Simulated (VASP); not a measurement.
# Si2Mo: single point with PBEsol

The system is Si2Mo.

```xyz
3
Lattice="-1.6748 1.6748 3.9107 1.6748 -1.6748 3.9107 1.6748 1.6748 -3.9107" Properties=species:S:1:pos:R:3 pbc="T T T"
Si    0.0000    0.0000    2.6206
Si    0.0000    0.0000    5.2008
Mo    0.0000    0.0000    0.0000
```

This cell differs from its parent crystal: strain +0.050 along x and y, +0.000 along z.

```yaml
Program: VASP 6.6.1
Task: single point
Functional: PBEsol
Potentials_or_basis: VASP PAW PBE potentials, release 64 (Si, Mo_sv)
Cutoff: 520 eV
k_mesh: 20 × 20 × 20
Occupations: gaussian, width 0.15 eV
Spin: no spin polarisation
```

- Pressure: -16.1 GPa
- Largest force: 0.123 eV/Å
- Band gap on the k mesh: zero (bands 11 and 12 overlap by 0.72 eV)

Forces in eV/Å, atoms in the order of the input:
```
Si   0.000  0.000  0.123
Si   0.000  0.000 -0.123
Mo   0.000  0.000  0.000
```

Stress tensor (GPa, compression positive):
```
-20.65   0.00   0.00
  0.00 -20.65   0.00
  0.00   0.00  -6.98
```

Levels at points of the mesh, in eV from the Fermi level:
```csv
k point,band 8,band 9,band 10,band 11,band 12,band 13,band 14,band 15
"(0.00, 0.00, 0.00)",-2.52,-2.46,-2.46,0.24,2.54,3.07,3.07,3.55
"(0.50, 0.00, 0.00)",-4.02,-2.43,-2.11,-0.41,1.88,2.82,3.69,4.36
"(0.50, 0.50, 0.00)",-5.10,-4.08,-2.34,-1.14,1.91,2.46,3.38,3.58
"(0.50, 0.50, 0.50)",-1.98,-0.65,-0.65,-0.36,-0.36,0.38,4.48,5.27
```

It took 3.9 min on 1 thread of Intel(R) Xeon(R) 6975P-C (Granite Rapids), with other jobs on the host, peak memory 0.57 GiB.

Caveat: the cell differs from its parent crystal (strain +0.050 along x and y, +0.000 along z); the cell stands under tension; the PAW data sets were made with another functional, which shifts forces and pressure a little.
